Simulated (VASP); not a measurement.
# Mo (Fm-3m) in VASP: notebook, part 2 of 2

VASP 6.6.1. The steps go on from the part before.

## Step 3: Single point, PBEsol

This run uses another cell than the first one, of 15.54 Å³/atom.

INCAR reads:

```
SYSTEM = Mo
  ALGO = Normal
  EDIFF = 1E-6
  ENCUT = 520
  GGA = PS
  ISIF = 2
  ISMEAR = -1
  LASPH = .True.
  LCHARG = .True.
  LELF = .True.
  LREAL = .False.
  LVHAR = .True.
  LWAVE = .False.
  NBANDS = 13
  NELM = 100
  PREC = Accurate
  SIGMA = 0.1
```

KPOINTS reads:

```
k-points
0
Gamma
  22 22 22
  0 0 0
```

POSCAR reads:

```
Mo
1.0
    0.0000000000      1.9805092481      1.9805092481
    1.9805092481      0.0000000000      1.9805092481
    1.9805092481      1.9805092481      0.0000000000
Mo
1
Direct
    0.0000000000      0.0000000000      0.0000000000
```

Potentials or basis: VASP PAW PBE potentials, release 64 (Mo_sv).

Run with:

```
$ cat potpaw_PBE.64/Mo_sv/POTCAR > POTCAR
$ mpirun -np 1 vasp_std > vasp.out
```

OUTCAR:

```text
SYSTEM = Mo
   EDIFF = 1E-6
   ENCUT = 520
   GGA = PS
   ISIF = 2
   ISMEAR = -1
   LASPH = .True.
   LREAL = .False.
   NELM = 100
   PREC = Accurate

 ion  position               nearest neighbor table
   1  0.000  0.000  0.000-

  LATTYP: Found a face centered cubic cell.
 ALAT       =     3.9610184962

  Lattice vectors:

 A1 = (   0.0000000000,   1.9805092481,   1.9805092481)
 A2 = (   1.9805092481,   0.0000000000,   1.9805092481)
 A3 = (   1.9805092481,   1.9805092481,   0.0000000000)

Analysis of symmetry for initial positions (statically):
=====================================================================
 Subroutine PRICEL returns:
 Original cell was already a primitive cell.

 Routine SETGRP: Setting up the symmetry group for a
 face centered cubic supercell.

 Subroutine GETGRP returns: Found 48 space group operations
 (whereof 48 operations were pure point group operations)
 out of a pool of 48 trial point group operations.

The static configuration has the point symmetry O_h .

Analysis of symmetry for dynamics (positions and initial velocities):
=====================================================================
 Subroutine PRICEL returns:
 Original cell was already a primitive cell.

 Routine SETGRP: Setting up the symmetry group for a
 face centered cubic supercell.

 Subroutine GETGRP returns: Found 48 space group operations
 (whereof 48 operations were pure point group operations)
 out of a pool of 48 trial point group operations.

The dynamic configuration has the point symmetry O_h .

 Subroutine INISYM returns: Found 48 space group operations
 (whereof 48 operations are pure point group operations),
 and found     1 'primitive' translations

----------------------------------------------------------------------------------------

                                     Primitive cell

  volume of cell :      15.5368

  direct lattice vectors                    reciprocal lattice vectors
     0.000000000  1.980509248  1.980509248    -0.252460321  0.252460321  0.252460321
     1.980509248  0.000000000  1.980509248     0.252460321 -0.252460321  0.252460321
     1.980509248  1.980509248  0.000000000     0.252460321  0.252460321 -0.252460321

  length of vectors
     2.800863039  2.800863039  2.800863039     0.437274102  0.437274102  0.437274102

  position of ions in fractional coordinates (direct lattice)
     0.000000000  0.000000000  0.000000000

  ion indices of the primitive-cell ions
   primitive index   ion index
                 1           1

----------------------------------------------------------------------------------------

 KPOINTS: k-points

Automatic generation of k-mesh.
 Grid dimensions read from file:
 generate k-points for:   22   22   22

 Generating k-lattice:

  Cartesian coordinates                     Fractional coordinates (reciprocal lattice)
    -0.011475469  0.011475469  0.011475469     0.045454545  0.000000000  0.000000000
     0.011475469 -0.011475469  0.011475469     0.000000000  0.045454545  0.000000000
     0.011475469  0.011475469 -0.011475469     0.000000000  0.000000000  0.045454545

  Length of vectors
     0.019876096  0.019876096  0.019876096

  Shift w.r.t. Gamma in fractional coordinates (k-lattice)
     0.000000000  0.000000000  0.000000000

 Subroutine IBZKPT returns following result:
 ===========================================

 Found    328 irreducible k-points:

 Following reciprocal coordinates:
            Coordinates               Weight
  0.000000  0.000000  0.000000      1.000000
  0.045455  0.000000  0.000000      8.000000
  0.090909  0.000000  0.000000      8.000000
  0.136364  0.000000  0.000000      8.000000
  0.181818  0.000000  0.000000      8.000000
  0.227273  0.000000  0.000000      8.000000
[... 16 lines left out ...]
  0.500000  0.045455  0.000000     24.000000
 -0.454545  0.045455  0.000000     24.000000
 [... further k-points ...]
   k-points           NKPTS =    328   k-points in BZ     NKDIM =    328   number of bands    NBANDS=     13
   number of dos      NEDOS =    301   number of ions     NIONS =      1
   total plane-waves  NPLWV =  13824
   dimension x,y,z NGX =    24 NGY =   24 NGZ =   24
   dimension x,y,z NGXF=    48 NGYF=   48 NGZF=   48
   ions per type =               1
   NGX,Y,Z   is equivalent  to a cutoff of  14.25, 14.25, 14.25 a.u.
   NGXF,Y,Z  is equivalent  to a cutoff of  28.49, 28.49, 28.49 a.u.
 SYSTEM =  Mo
   PREC   = accura    normal or accurate (medium, high low for compatibility)
   ISTART =      0    job   : 0-new  1-cont  2-samecut
   ICHARG =      2    charge: 1-file 2-atom 10-const
   ISPIN  =      1    spin polarized calculation?
   LNONCOLLINEAR =      F non collinear calculations
   LSORBIT =      F    spin-orbit coupling
   LASPH  =      T    aspherical Exc in radial PAW
   ENCUT  =  520.0 eV  38.22 Ry    6.18 a.u.   5.21  5.21  5.21*2*pi/ulx,y,z
   NELM   =    100;   NELMIN=  2; NELMDL= -5     # of ELM steps
   EDIFF  = 0.1E-05   stopping-criterion for ELM
   LREAL  =      F    real-space projection
   EDIFFG = 0.1E-04   stopping-criterion for IOM
   NSW    =      0    number of steps for IOM
   IBRION =     -1    ionic relax: 0-MD 1-quasi-New 2-CG
   NFREE  =      0    steps in history (QN), initial steepest desc. (CG)
   ISIF   =      2    stress and relaxation
   ISYM   =      2    0-nonsym 1-usesym 2-fastsym
   POTIM  = 0.5000    time-step for ionic-motion
   TEBEG  =    0.0;   TEEND  =   0.0 temperature during run
   PSTRESS=    0.0 pullay stress
   NELECT =      14.0000    total number of electrons
   NUPDOWN=      -1.0000    fix difference up-down
   EMIN   =  10.00;   EMAX   =-10.00  energy-range for DOS
   EFERMI =   0.00;   METHOD = LEGACY
   ISMEAR =    -1;   SIGMA  =   0.10  broadening in eV -4-tet -1-fermi 0-gaus
   EFERMI_NEDOS =   21; number of points for ismear=-14 and -15
   IALGO  =     38    algorithm
   IMIX   =      4    mixing-type and parameters
     AMIX     =   0.40;   BMIX     =  1.00
     AMIX_MAG =   1.60;   BMIX_MAG =  1.00
  volume/ion in A,a.u.               =      15.54       104.85
  Fermi-wavevector in a.u.,A,eV,Ry     =   1.581238  2.988107 34.018841  2.500314
  Thomas-Fermi vector in A             =   2.681344
   LORBIT       =      0    0 simple, 1 ext, 2 COOP (PROOUT), +10 PAW based schemes
   GGA     = PS    functional components
   LHFCALC =     F    Hartree Fock is set to
   AEXX    =    0.0000 exact exchange contribution
   IVDW    =     0    specifies the selected vdW correction
   LEPSILON=     F    determine dielectric tensor
   LRPA    =     F    only Hartree local field effects (RPA)
 non-spin polarized calculation
  energy-cutoff  :      520.00
  volume of cell :       15.54
 maximum number of plane-waves:       444
 NGX is ok and might be reduce to    24
   NGX = 11   NGY = 11   NGZ = 11

 number of electron      13.9999999 magnetization

 Free energy of the ion-electron system (eV)
  ---------------------------------------------------
  ext. energy  EPLUGINS =         0.00000000
  ---------------------------------------------------
  free energy    TOTEN  =       -11.36507939 eV

  energy without entropy =      -11.32456449  energy(sigma->0) =      -11.34482194

 E-fermi :  12.1335     XC(G=0): -13.5458

 val. band max:       12.1319794089   @ k =   0.5000   0.1818   0.0909
 cond. band min:      12.1389453557   @ k =   0.2273   0.1818   0.0455
 fundamental gap:      0.0069659468
 Fermi energy:        12.1335137280

 k-point     1 :       0.0000    0.0000    0.0000
  band No.  band energies     occupation
      1     -48.4744      2.00000
      2     -21.7695      2.00000
      3     -21.7695      2.00000
      4     -21.7695      2.00000
      5       5.2599      2.00000
      6      11.3747      1.99899
      7      11.3747      1.99899
      8      11.3747      1.99899
      9      14.1715      0.00000
     10      14.1715      0.00000
     11      25.2343      0.00000
     12      30.6078      0.00000
     13      30.6078      0.00000
[... 353 lines left out ...]
 k-point    24 :      -0.4545    0.0455    0.0000
  band No.  band energies     occupation
      1     -48.2173      2.00000
      2     -23.1958      2.00000
      3     -21.9806      2.00000
      4     -21.9575      2.00000
      5       7.4384      2.00000
      6      11.0893      1.99994
      7      11.2395      1.99974
      8      13.4501      0.00000
      9      16.2030      0.00000
     10      16.6599      0.00000
     11      23.6762      0.00000
     12      25.2366      0.00000
     13      31.3541      0.00000

 [... further k-points ...]

------------------------ aborting loop because EDIFF is reached ----------------------------------------

  FORCE on cell =-STRESS in cart. coord.  units (eV):
  Direction    XX          YY          ZZ          XY          YZ          ZX
  --------------------------------------------------------------------------------------
  -------------------------------------------------------------------------------------
  Total        0.0630736      0.0630736      0.0630736     -0.0000000     -0.0000000      0.0000000
  in kB        6.5042517      6.5042517      6.5042517     -0.0000000     -0.0000000      0.0000000
  external PRESSURE =       6.5042517 kB  Pullay stress =       0.0000000 kB

 VOLUME and BASIS-vectors are now :
 -----------------------------------------------------------------------------
  energy-cutoff  :      520.00
  volume of cell :       15.54
      direct lattice vectors                 reciprocal lattice vectors
     0.000000000  1.980509248  1.980509248    -0.252460321  0.252460321  0.252460321
     1.980509248  0.000000000  1.980509248     0.252460321 -0.252460321  0.252460321
     1.980509248  1.980509248  0.000000000     0.252460321  0.252460321 -0.252460321

 POSITION                                       TOTAL-FORCE (eV/Angst)
 -----------------------------------------------------------------------------------
      0.00000      0.00000      0.00000        -0.000000     -0.000000      0.000000
 -----------------------------------------------------------------------------------
    total drift:                               -0.000000      0.000000      0.000000

  FREE ENERGIE OF THE ION-ELECTRON SYSTEM (eV)
  ---------------------------------------------------
  free  energy   TOTEN  =       -11.3650793895 eV

  energy  without entropy=      -11.3245644944  energy(sigma->0) =      -11.34482194
```

stdout:

```text
POSCAR found type information on POSCAR Mo
 POSCAR found :  1 types and       1 ions
 scaLAPACK will be used
 -----------------------------------------------------------------------------
|                                                                             |
|                                                                             |
|     You enforced a specific xc type in the INCAR file but a different       |
|     I HOPE YOU KNOW WHAT YOU ARE DOING!                                     |
|                                                                             |
 -----------------------------------------------------------------------------

 LDA part: xc-table for (Slater+PW92), standard interpolation
 POSCAR, INCAR and KPOINTS ok, starting setup
 FFT: planning ... GRIDC
 FFT: planning ... GRID_SOFT
 FFT: planning ... GRID
 WAVECAR not read
 entering main loop
```

Wall time 1.9 min (1 thread of AMD EPYC 7R43 (Zen 3), shared host); peak memory 0.15 GiB.

Results:

```
Free energy            : -11.3651 eV
Pressure               : 0.7 GPa
Band gap on the k mesh : zero (bands 7 and 8 overlap by 4.93 eV)
```

Caveat: the PAW data sets were made with another functional, which shifts forces and pressure a little.
